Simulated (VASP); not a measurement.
# B (Pmma) in VASP: further runs, part 2 of 2

VASP 6.6.1. Earlier steps stand in the parts before.

## Step 3: Single point, PBE

This run uses another cell than the first one, of 8.96 Å³/atom, 1.219 times its volume.

File INCAR:

```
  ALGO = Normal
  EDIFF = 1E-6
  ENCUT = 520
  GGA = PE
  ISIF = 2
  ISMEAR = 0
  LASPH = T
  LCHARG = F
  LREAL = F
  LWAVE = F
  NBANDS = 22
  NELM = 80
  PREC = Accurate
  SIGMA = 0.1
```

File KPOINTS:

```
k-points
0
Gamma
  6 4 6
```

File POSCAR:

```
B
1.0
    5.2344923441      0.0000000000      0.0000000000
    0.0000000000      4.5127456868      0.0000000000
    0.0000000000      0.0000000000      3.0358022632
B
8
Direct
    0.4167582933      0.0000000000      0.7484469838
    0.0832417067      0.0000000000      0.7484469838
    0.5832417067      0.0000000000      0.2515530162
    0.9167582933      0.0000000000      0.2515530162
    0.0000000000      0.3216598181      0.0000000000
    0.5000000000      0.6783401819      0.0000000000
    0.0000000000      0.6783401819      0.0000000000
    0.5000000000      0.3216598181      0.0000000000
```

Potentials or basis: VASP PAW PBE potentials, release 64 (B).

Run with:

```
cat potpaw_PBE.64/B/POTCAR > POTCAR
mpirun -np 1 vasp_std > vasp.out
```

OUTCAR:

```text
EDIFF = 1E-6
   ENCUT = 520
   GGA = PE
   ISIF = 2
   ISMEAR = 0
   LASPH = T
   LREAL = F
   NELM = 80
   PREC = Accurate

 ion  position               nearest neighbor table
   1  0.417  0.000  0.748-   6 1.70   8 1.70   3 1.74   2 1.75   3 1.76
   2  0.083  0.000  0.748-   5 1.70   7 1.70   4 1.74   1 1.75   4 1.76
   3  0.583  0.000  0.252-   6 1.70   8 1.70   1 1.74   4 1.75   1 1.76
   4  0.917  0.000  0.252-   5 1.70   7 1.70   2 1.74   3 1.75   2 1.76
   5  0.000  0.322  0.000-   7 1.61   4 1.70   2 1.70
   6  0.500  0.678  0.000-   8 1.61   3 1.70   1 1.70
   7  0.000  0.678  0.000-   5 1.61   4 1.70   2 1.70
   8  0.500  0.322  0.000-   6 1.61   3 1.70   1 1.70

  LATTYP: Found a simple orthorhombic cell.
 ALAT       =     3.0358022632
 B/A-ratio  =     1.4865084401
 C/A-ratio  =     1.7242533901

  Lattice vectors:

 A1 = (   0.0000000000,   0.0000000000,  -3.0358022632)
 A2 = (   0.0000000000,   4.5127456868,   0.0000000000)
 A3 = (   5.2344923441,   0.0000000000,   0.0000000000)

Analysis of symmetry for initial positions (statically):
=====================================================================
 Subroutine PRICEL returns:
 Original cell was already a primitive cell.

 Routine SETGRP: Setting up the symmetry group for a
 simple orthorhombic supercell.

 Subroutine GETGRP returns: Found  8 space group operations
 (whereof  4 operations were pure point group operations)
 out of a pool of  8 trial point group operations.

The static configuration has the point symmetry C_2h.
 The point group associated with its full space group is D_2h.

Analysis of symmetry for dynamics (positions and initial velocities):
=====================================================================
 Subroutine PRICEL returns:
 Original cell was already a primitive cell.

 Routine SETGRP: Setting up the symmetry group for a
[... 137 lines left out ...]
   IMIX   =      4    mixing-type and parameters
     AMIX     =   0.40;   BMIX     =  1.00
     AMIX_MAG =   1.60;   BMIX_MAG =  1.00
  volume/ion in A,a.u.               =       8.96        60.49
  Fermi-wavevector in a.u.,A,eV,Ry     =   1.136621  2.147902 17.577460  1.291907
  Thomas-Fermi vector in A             =   2.273326
   LORBIT       =      0    0 simple, 1 ext, 2 COOP (PROOUT), +10 PAW based schemes
   GGA     = PE    functional components
   LHFCALC =     F    Hartree Fock is set to
   AEXX    =    0.0000 exact exchange contribution
   IVDW    =     0    specifies the selected vdW correction
   LEPSILON=     F    determine dielectric tensor
   LRPA    =     F    only Hartree local field effects (RPA)
 non-spin polarized calculation
 Gauss-broadening in eV      SIGMA  =   0.10
  energy-cutoff  :      520.00
  volume of cell :       71.71
 maximum number of plane-waves:      1964
 NGX is ok and might be reduce to    40
   NGX = 19   NGY = 17   NGZ = 11

 number of electron      24.0000000 magnetization

 Free energy of the ion-electron system (eV)
  ---------------------------------------------------
  ext. energy  EPLUGINS =         0.00000000
  ---------------------------------------------------
  free energy    TOTEN  =       -48.75989067 eV

  energy without entropy =      -48.75290296  energy(sigma->0) =      -48.75639682

 E-fermi :   3.9769     XC(G=0): -10.6192

 val. band max:        3.9735284711   @ k =   0.3333   0.2500   0.5000
 cond. band min:       3.9912163672   @ k =   0.0000   0.0000   0.0000
 fundamental gap:      0.0176878961
 Fermi energy:         3.9769172640

 k-point     1 :       0.0000    0.0000    0.0000
  band No.  band energies     occupation
      1      -9.9811      2.00000
      2      -6.9541      2.00000
      3      -4.1905      2.00000
      4      -4.1631      2.00000
      5      -3.7483      2.00000
      6      -1.5570      2.00000
[... 589 lines left out ...]
     21      13.4962      0.00000
     22      13.4962      0.00000

 [... further k-points ...]
[... 5 lines left out ...]
  --------------------------------------------------------------------------------------
  -------------------------------------------------------------------------------------
  Total        0.0284926      0.0003470     -0.0982656      0.0000000      0.0000000      0.0000000
  in kB        0.6365804      0.0077519     -2.1954487      0.0000000      0.0000000      0.0000000
  external PRESSURE =      -0.5170388 kB  Pullay stress =       0.0000000 kB

 VOLUME and BASIS-vectors are now :
 -----------------------------------------------------------------------------
  energy-cutoff  :      520.00
  volume of cell :       71.71
      direct lattice vectors                 reciprocal lattice vectors
     5.234492344  0.000000000  0.000000000     0.191040493  0.000000000  0.000000000
     0.000000000  4.512745687  0.000000000     0.000000000  0.221594583  0.000000000
     0.000000000  0.000000000  3.035802263     0.000000000  0.000000000  0.329402218

 POSITION                                       TOTAL-FORCE (eV/Angst)
 -----------------------------------------------------------------------------------
      2.18152      0.00000      2.27214         0.000426      0.000000      0.001161
      0.43573      0.00000      2.27214        -0.000426      0.000000      0.001161
      3.05297      0.00000      0.76367        -0.000426      0.000000     -0.001161
      4.79876      0.00000      0.76367         0.000426      0.000000     -0.001161
      0.00000      1.45157      0.00000         0.000000      0.005348      0.000000
      2.61725      3.06118      0.00000         0.000000     -0.005348      0.000000
      0.00000      3.06118      0.00000        -0.000000     -0.005348      0.000000
      2.61725      1.45157      0.00000        -0.000000      0.005348     -0.000000
 -----------------------------------------------------------------------------------
    total drift:                                0.000000      0.000000     -0.000000

  FREE ENERGIE OF THE ION-ELECTRON SYSTEM (eV)
  ---------------------------------------------------
  free  energy   TOTEN  =       -48.7598906700 eV

  energy  without entropy=      -48.7529029604  energy(sigma->0) =      -48.75639682
```

Run time: 71 s. Hardware: 1 thread of AMD EPYC 7R43 (Zen 3), shared host; peak memory 0.14 GiB.

What came out:

```yaml
Free_energy: -48.7599 eV
Pressure: -0.1 GPa
Largest_force: 0.005 eV/Å
Band_gap_on_the_k_mesh: zero (band 12 reaches 4.89 eV, above the bottom of band 13 at 2.01 eV)
```

Forces on the atoms (eV/Å):
```
B    0.000  0.000  0.001
B    0.000  0.000  0.001
B    0.000  0.000 -0.001
B    0.000  0.000 -0.001
B    0.000  0.005  0.000
B    0.000 -0.005  0.000
B    0.000 -0.005  0.000
B    0.000  0.005  0.000
```

Stress tensor (GPa, compression positive):
```
 0.06  0.00  0.00
 0.00  0.00  0.00
 0.00  0.00 -0.22
```

Levels at points of the mesh, in eV from the Fermi level:
```csv
k point,band 8,band 9,band 10,band 11,band 12,band 13,band 14,band 15,band 16,band 17
"(0.00, 0.00, 0.00)",-2.88,-1.53,-0.76,-0.37,0.01,0.38,1.44,3.01,3.56,3.85
"(0.50, 0.00, 0.00)",-4.32,-1.82,-1.82,0.62,0.62,1.47,1.47,2.15,2.15,5.03
"(0.00, 0.50, 0.00)",-2.86,-2.81,-0.41,0.29,0.42,1.38,2.01,3.60,4.11,4.24
"(0.50, 0.50, 0.00)",-3.67,-1.66,-1.66,-0.87,-0.87,1.32,1.32,2.71,2.71,4.53
"(0.00, 0.00, 0.50)",-4.70,-3.67,-3.63,-3.36,-0.61,-0.43,0.76,1.58,1.67,4.00
"(0.50, 0.00, 0.50)",-5.37,-3.01,-3.01,-1.92,-1.92,0.26,0.26,1.74,1.74,4.42
"(0.00, 0.50, 0.50)",-5.12,-3.59,-3.34,-2.91,-2.81,-1.90,4.46,4.98,5.16,5.50
"(0.50, 0.50, 0.50)",-4.42,-2.77,-2.77,-2.59,-2.59,0.72,0.72,3.34,3.34,6.11
```
